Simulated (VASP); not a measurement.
Si, 4 atoms in the cell. Symmetry: P6_3/mmc, No. 194, hexagonal system. The conventional cell has a = 4.034 Å, b = 4.034 Å, c = 5.800 Å, α = 90.00°, β = 90.00°, γ = 120.00°. Si (site symmetry 3m) has 4 Si at 2.38 to 2.39 Å within 3.1 Å. This isn't the form of Si at room conditions, which is diamond. This cell differs from its parent crystal: atoms shifted along a free coordinate, c/a of the conventional cell at fixed volume 1.4378.

| Item | Value |
| --- | --- |
| Program | VASP 6.6.1 |
| Task | single point |
| Functional | PBE |
| Potentials or basis | VASP PAW PBE potentials, release 64 (Si) |
| Cutoff | 520 eV |
| k mesh | 12 × 12 × 6 |
| Occupations | gaussian, width 0.05 eV |
| Spin | no spin polarisation |
| Dipole correction | no |
| Further INCAR settings | ALGO = Normal; EDIFF = 1e-07; NBANDS = 16 |

Potentials or basis: VASP PAW PBE potentials, release 64 (Si).

The run is started by

```console
$ cat potpaw_PBE.64/Si/POTCAR > POTCAR
$ mpirun -np 1 vasp_std > vasp.out
```

Hardware: 1 thread of Intel Xeon 8259CL (shared host).

Q: Estimate the wall time of this run.

A: Wall time 2.1 min on 1 thread of Intel Xeon 8259CL, with other jobs on the host, peak memory 0.23 GiB. Counts: scf iterations 13, k points 76.
